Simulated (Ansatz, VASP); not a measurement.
## Two plane-wave programs on P

```xyz
24
Lattice="5.4286 0.0000 0.0000 -1.9663 10.5555 0.0000 -1.8558 -1.2487 10.6423" Properties=species:S:1:pos:R:3 pbc="T T T"
P    -0.8025   -0.9391    7.1779
P     2.4090   10.2459    3.4644
P     1.8186    1.1980    5.7522
P    -0.2121    8.1088    4.8901
P     0.4956    0.3148    2.0215
P     1.1109    8.9920    8.6208
P     2.4393    3.3066    5.9359
P    -0.8328    6.0002    4.7064
P     3.1054    3.1514    0.2460
P    -1.4989    6.1554   10.3963
P    -0.3520   -0.9511    9.3376
P     1.9585   10.2579    1.3047
P     0.8485    2.5127    7.2436
P     0.7580    6.7941    3.3987
P     0.4595    2.8059    5.0955
P     1.1470    6.5009    5.5468
P    -0.5194    3.6997    1.3942
P     2.1259    5.6071    9.2481
P    -1.7367    0.5537    8.5161
P     3.3432    8.7531    2.1262
P     3.1402    5.0154    1.4327
P    -1.5337    4.2914    9.2096
P     3.0800    3.0588    2.4515
P    -1.4735    6.2480    8.1907
```

Change from the starting cell: volume scaled by 0.96, ions relaxed.

Alike in both runs: functional PBE; k mesh 6 × 3 × 3; occupations fermi-dirac, width 0.02 eV; no spin polarisation.

Ansatz relaxed the structure, and its values are those at the end. VASP's run is a single point on that final structure, the one shown.

|  | VASP | Ansatz |
| --- | --- | --- |
| version | VASP 6.6.1 | Ansatz 0.2.0 |
| potentials or method | VASP PAW PBE potentials, release 64 (P) | plane-wave PAW, scalar-relativistic |
| plane-wave cutoff (eV) | 520 | 420 |
| valence electrons in the cell | 120 | 120 |

Ansatz gave:

| Item | Value |
| --- | --- |
| gap on the k mesh at the Fermi level (eV) | 2.79 |
| pressure (GPa) | 1.3 |
| rms of the force components (eV/Å) | 0.007 |

Task: Estimate VASP's values.

Result: gap on the k mesh at the Fermi level (eV): 2.78; pressure (GPa): 0.9; rms of the force components (eV/Å): 0.077.

Ansatz's warnings: stress scf threshold loose.
